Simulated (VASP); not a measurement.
Wanted: the native input for a VASP 6.6.1 run.

```yaml
Task: single point
Functional: PBE
Potentials_or_basis: VASP PAW PBE potentials, release 64 (Mg, O)
Cutoff: 520 eV
k_mesh: 9 × 9 × 6
Occupations: gaussian, width 0.05 eV
Spin: no spin polarisation
Dipole_correction: no
Further_INCAR_settings: ALGO = Normal; EDIFF = 1e-07; NBANDS = 16
```

The structure of MgO lies in POSCAR:

```
MgO
1.0
    3.6909642150      0.0000000000      0.0000000000
   -1.8454821075      3.1964687747      0.0000000000
    0.0000000000      0.0000000000      4.1674676952
Mg O
2 2
Direct
    0.6666666667      0.3333333333      0.7500000000
    0.3333333333      0.6666666667      0.2500000000
    0.6666666667      0.3333333333      0.2500000000
    0.3333333333      0.6666666667      0.7500000000
```

This cell differs from its parent crystal: volume 12.292 Å^3 an atom, c/a of the conventional cell 1.1291.

One way to write it, as run:

INCAR

```
SYSTEM = MgO
  PREC = Accurate
  ENCUT = 520
  EDIFF = 1E-7
  ISMEAR = 0
  SIGMA = 0.05
  LREAL = .FALSE.
  LASPH = .TRUE.
  NELM = 60
  ALGO = Normal
  ISIF = 2
  LWAVE = .FALSE.
  LCHARG = .FALSE.
  GGA = PE
  NBANDS = 16
```

KPOINTS

```
regular mesh
0
G
  9 9 6
  0 0 0
```

Potentials or basis: VASP PAW PBE potentials, release 64 (Mg, O).

Command:

```console
$ cat potpaw_PBE.64/Mg/POTCAR potpaw_PBE.64/O/POTCAR > POTCAR
$ mpirun -np 1 vasp_std > vasp.out
```

Results of the run:

The pressure is -7.7 GPa. The band gap on the k mesh is 3.00 eV, direct.

Run time: 19 s on 1 thread of Intel(R) Xeon(R) Platinum 8559C (Emerald Rapids), with other jobs on the host, peak memory 0.18 GiB.
